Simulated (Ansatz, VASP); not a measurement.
# NaF: VASP beside Ansatz

```
CELL_PARAMETERS angstrom
0.00000 2.53126 2.53126
2.43001 0.00000 2.53126
2.43001 2.53126 0.00000
ATOMIC_POSITIONS crystal
Na 0.00000 0.00000 0.00000
F 0.25000 0.25000 0.25000
```

Change from the starting cell: uniaxial_x strain -4.0%.

Alike in both runs: task single point; functional r2SCAN; k mesh 8 × 8 × 8; no spin polarisation.

|  | VASP | Ansatz |
| --- | --- | --- |
| version | VASP 6.6.1 | Ansatz 0.2.0 |
| potentials or method | VASP PAW PBE potentials, release 64 (Na_pv, F) | plane waves, PAW |
| plane-wave cutoff (eV) | 520 | 500 |
| occupations | gaussian, width 0.01 eV | fixed |
| valence electrons in the cell | 14 | 16 |

Ansatz gave:

- gap on the k mesh at the Fermi level (eV): 6.38
- pressure (GPa): 1.7
- traceless stress, the component that is largest in VASP (GPa): -0.02

Problem. Estimate VASP's values.

Solution. gap on the k mesh at the Fermi level (eV): 6.39; pressure (GPa): 1.3; traceless stress, the component that is largest in VASP (GPa): -0.07.

VASP's potentials were made for PBE, not for r2SCAN. VASP's potentials hold 14 valence electrons a cell and Ansatz's 16, so a difference there can come from the potentials and not from the codes.
